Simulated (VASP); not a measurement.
# Co (Im-3m) in VASP: single point with BLYP+D3(BJ)

Aim: the single point of Co with BLYP+D3(BJ).

Everything below comes from runs of VASP 6.6.1. Logs are shortened: lines on timing, memory, paths and dates and some standing lists are left out, and cuts for length are marked.

## 1. The cell of the first run

It takes space group Im-3m (No. 229, cubic). Conventional cell: a = 2.805 Å, b = 2.805 Å, c = 2.805 Å, α = 90.00°, β = 90.00°, γ = 90.00°. Co (site symmetry m-3m) has 14 Co at 2.43 to 2.80 Å within 3.2 Å.

## 2. Single point, BLYP+D3(BJ), collinear spin, ferromagnetic start

INCAR

```
SYSTEM = Co
AGGAC = 1.0
AGGAX = 1.0
ALDAC = 0.0
ALDAX = 1.0
ALGO = Normal
EDIFF = 1E-7
ENCUT = 520
GGA = B5
ISIF = 2
ISMEAR = -5
ISPIN = 2
IVDW = 12
LASPH = .TRUE.
LCHARG = .FALSE.
LMAXMIX = 4
LORBIT = 11
LREAL = .FALSE.
LWAVE = .FALSE.
MAGMOM = 1.97
NBANDS = 14
NELM = 150
PREC = Accurate
SIGMA = 0.1
VDW_A1 = 0.4298
VDW_A2 = 4.2359
VDW_S6 = 1.0
VDW_S8 = 2.6996
```

KPOINTS

```
Automatic mesh
0
Gamma
  13 13 13
  0.5 0.5 0.5
```

POSCAR

```
Co
1.0
   -1.4023200000      1.4023200000      1.4023200000
    1.4023200000     -1.4023200000      1.4023200000
    1.4023200000      1.4023200000     -1.4023200000
Co
1
Direct
    0.0000000000      0.0000000000      0.0000000000
```

Potentials or basis: VASP PAW PBE potentials, release 64 (Co).

Run with:

```
$ cat potpaw_PBE.64/Co/POTCAR > POTCAR
$ mpirun -np 1 vasp_std > vasp.out
```

OUTCAR:

```text
SYSTEM = Co
   EDIFF = 1E-7
   ENCUT = 520
   GGA = B5
   ISIF = 2
   ISMEAR = -5
   ISPIN = 2
   IVDW = 12
   LASPH = .TRUE.
   LORBIT = 11
   LREAL = .FALSE.
   NELM = 150
   PREC = Accurate
 IVDW          = 12

 ion  position               nearest neighbor table
   1  0.000  0.000  0.000-

  LATTYP: Found a body centered cubic cell.
 ALAT       =     2.8046400000

  Lattice vectors:

 A1 = (  -1.4023200000,   1.4023200000,   1.4023200000)
 A2 = (   1.4023200000,  -1.4023200000,   1.4023200000)
 A3 = (   1.4023200000,   1.4023200000,  -1.4023200000)

Analysis of symmetry for initial positions (statically):
=====================================================================
 Subroutine PRICEL returns:
 Original cell was already a primitive cell.

 Routine SETGRP: Setting up the symmetry group for a
 body centered cubic supercell.

 Subroutine GETGRP returns: Found 48 space group operations
 (whereof 48 operations were pure point group operations)
 out of a pool of 48 trial point group operations.

The static configuration has the point symmetry O_h .

Analysis of symmetry for dynamics (positions and initial velocities):
=====================================================================
 Subroutine PRICEL returns:
 Original cell was already a primitive cell.

 Routine SETGRP: Setting up the symmetry group for a
 body centered cubic supercell.

 Subroutine GETGRP returns: Found 48 space group operations
 (whereof 48 operations were pure point group operations)
 out of a pool of 48 trial point group operations.

The dynamic configuration has the point symmetry O_h .

Analysis of structural, dynamic, and magnetic symmetry:
=====================================================================
 Subroutine PRICEL returns:
 Original cell was already a primitive cell.

 Routine SETGRP: Setting up the symmetry group for a
 body centered cubic supercell.

 Subroutine GETGRP returns: Found 48 space group operations
 (whereof 48 operations were pure point group operations)
 out of a pool of 48 trial point group operations.

The overall configuration has the point symmetry O_h .

 Subroutine INISYM returns: Found 48 space group operations
 (whereof 48 operations are pure point group operations),
 and found     1 'primitive' translations

----------------------------------------------------------------------------------------

                                     Primitive cell

[... 126 lines left out ...]
   NGX =  9   NGY =  9   NGZ =  9

 number of electron       8.9999997 magnetization       1.6753495

 Free energy of the ion-electron system (eV)
  ---------------------------------------------------
  ext. energy  EPLUGINS =         0.00000000
  ---------------------------------------------------
  free energy    TOTEN  =        -5.96286935 eV

  energy without entropy =       -5.96286935  energy(sigma->0) =       -5.96286935

 E-fermi :  10.8308     XC(G=0): -12.7145

 val. band max:       10.8206245946   @ k =  -0.4231   0.4231   0.3462
 cond. band min:      10.8488849428   @ k =  -0.2692   0.3462   0.1923
 fundamental gap:      0.0282603482
 Fermi energy:        10.8307866089

 spin component 1

 k-point     1 :       0.0385    0.0385    0.0385
  band No.  band energies     occupation
      1       2.1958      1.00000
      2       7.7908      1.00000
      3       7.7908      1.00000
      4       8.0674      1.00000
      5       8.9433      1.00000
      6       8.9433      1.00000
      7      34.5264      0.00000
      8      34.5264      0.00000
      9      36.6985      0.00000
     10      38.5045      0.00000
     11      41.0285      0.00000
     12      41.0285      0.00000
     13      42.8677      0.00000
     14      42.8677      0.00000
[... 379 lines left out ...]
      3       7.7121      1.00000
      4       8.7655      1.00000
      5       9.2509      1.00000
      6       9.7160      1.02704
      7      23.7439      0.00000
      8      28.6917      0.00000
      9      32.4559      0.00000
     10      35.7837      0.00000
     11      39.4908      0.00000
     12      41.1863      0.00000
     13      46.2073      0.00000
     14      49.3304      0.00000

 [... further k-points ...]

 spin component 2

 k-point     1 :       0.0385    0.0385    0.0385
  band No.  band energies     occupation
      1       2.2547      1.00000
      2       9.2179      1.00000
      3       9.2179      1.00000
      4       9.5212      1.00000
      5      11.1021     -0.04278
      6      11.1021      0.00000
      7      34.5260      0.00000
      8      34.5260      0.00000
      9      36.4992      0.00000
     10      39.0690      0.00000
     11      41.3401      0.00000
     12      41.3401      0.00000
     13      43.1942      0.00000
     14      43.1942      0.00000
[... 379 lines left out ...]
      3       8.9859      1.00000
      4      10.6602      1.03655
      5      11.1161     -0.00373
      6      11.4970      0.00000
      7      24.2550      0.00000
      8      28.9946      0.00000
      9      32.7103      0.00000
     10      36.0179      0.00000
     11      39.7557      0.00000
     12      41.5094      0.00000
     13      49.1473      0.00000
     14      49.9795      0.00000

 [... further k-points ...]

------------------------ aborting loop because EDIFF is reached ----------------------------------------

 Edisp (eV)   -0.93600

 E8    (eV) :    -0.6897

  FORCE on cell =-STRESS in cart. coord.  units (eV):
  Direction    XX          YY          ZZ          XY          YZ          ZX
  --------------------------------------------------------------------------------------
  -------------------------------------------------------------------------------------
  Total      -0.35024    -0.35024    -0.35024     0.00000     0.00000    -0.00000
  in kB     -50.87215   -50.87215   -50.87215     0.00000     0.00000    -0.00000
  external pressure =      -50.87 kB  Pullay stress =        0.00 kB

 VOLUME and BASIS-vectors are now :
 -----------------------------------------------------------------------------
  energy-cutoff  :      520.00
  volume of cell :       11.03
      direct lattice vectors                 reciprocal lattice vectors
    -1.402320000  1.402320000  1.402320000     0.000000000  0.356552000  0.356552000
     1.402320000 -1.402320000  1.402320000     0.356552000  0.000000000  0.356552000
     1.402320000  1.402320000 -1.402320000     0.356552000  0.356552000  0.000000000

 POSITION                                       TOTAL-FORCE (eV/Angst)
 -----------------------------------------------------------------------------------
      0.00000      0.00000      0.00000        -0.000000      0.000000     -0.000000
 -----------------------------------------------------------------------------------
    total drift:                                0.000000      0.000000      0.000000

  FREE ENERGIE OF THE ION-ELECTRON SYSTEM (eV)
  ---------------------------------------------------
  free  energy   TOTEN  =        -6.8988692622 eV

  energy  without entropy=       -6.8988692622  energy(sigma->0) =       -6.89886926

 total charge

# of ion       s       p       d       tot
------------------------------------------
    1        0.478   0.497   7.291   8.266

 magnetization (x)

# of ion       s       p       d       tot
------------------------------------------
    1       -0.006  -0.047   1.747   1.694
```

OSZICAR:

```text
N       E                     dE             d eps       ncg     rms          rms(c)
DAV:   1     0.288814419117E+02    0.28881E+02   -0.37966E+03  4910   0.769E+02
DAV:   2    -0.559076113434E+01   -0.34472E+02   -0.32272E+02  5142   0.146E+02
DAV:   3    -0.678198155194E+01   -0.11912E+01   -0.11825E+01  5922   0.285E+01
DAV:   4    -0.678997923304E+01   -0.79977E-02   -0.79913E-02  5822   0.220E+00
DAV:   5    -0.679008833386E+01   -0.10910E-03   -0.10925E-03  6220   0.242E-01    0.973E+00
DAV:   6    -0.612502431550E+01    0.66506E+00   -0.98521E+00  6444   0.356E+01    0.440E+00
DAV:   7    -0.597837042171E+01    0.14665E+00   -0.11288E+00  5698   0.114E+01    0.251E+00
DAV:   8    -0.596881912289E+01    0.95513E-02   -0.91416E-03  6302   0.707E-01    0.124E+00
DAV:   9    -0.596327029940E+01    0.55488E-02   -0.63130E-03  7446   0.582E-01    0.224E-01
DAV:  10    -0.596275243976E+01    0.51786E-03   -0.40408E-04  6788   0.147E-01    0.685E-02
DAV:  11    -0.596283726972E+01   -0.84830E-04   -0.13781E-05  5516   0.420E-02    0.411E-02
DAV:  12    -0.596286036066E+01   -0.23091E-04   -0.27160E-06  6174   0.182E-02    0.865E-03
DAV:  13    -0.596286951292E+01   -0.91523E-05   -0.12181E-06  5520   0.106E-02    0.338E-03
DAV:  14    -0.596286900099E+01    0.51193E-06   -0.29475E-08  4266   0.114E-03    0.922E-04
DAV:  15    -0.596286949114E+01   -0.49015E-06   -0.90474E-09  2802   0.687E-04    0.327E-04
DAV:  16    -0.596286931043E+01    0.18071E-06   -0.24867E-09  2580   0.453E-04    0.738E-05
DAV:  17    -0.596286935450E+01   -0.44065E-07   -0.95791E-11  2562   0.987E-05
   1 F= -.68988693E+01 E0= -.68988693E+01  d E =0.000000E+00  mag=     1.6754
```

stdout:

```text
POSCAR found type information on POSCAR Co
 POSCAR found :  1 types and       1 ions
 scaLAPACK will be used
 -----------------------------------------------------------------------------
|                                                                             |
[... 23 lines left out ...]
|     occupations, so forces and stress will be inaccurate. We suggest        |
|     using a different smearing scheme ISMEAR = 1 or 2 for metals in         |
|     relaxations.                                                            |
|                                                                             |
 -----------------------------------------------------------------------------
```

Run time: 30 s. Hardware: 1 thread of Intel Xeon Platinum 8488C (Sapphire Rapids), shared host; peak memory 0.16 GiB.

Results:

```yaml
Free_energy: -6.8989 eV
Pressure: -5.1 GPa
Net_moment: 1.68 μB per cell
Site_moments: Co +1.69 μB
Valence_electrons_inside_the_program's_atomic_spheres: Co 8.27
Dispersion_energy_per_atom: -0.936 eV
```

Caveat: the PAW data sets were made with another functional, which shifts forces and pressure a little; pairwise dispersion overbinds metals, which lowers pressure and volume; tetrahedron occupations give inexact forces and stress in metals.
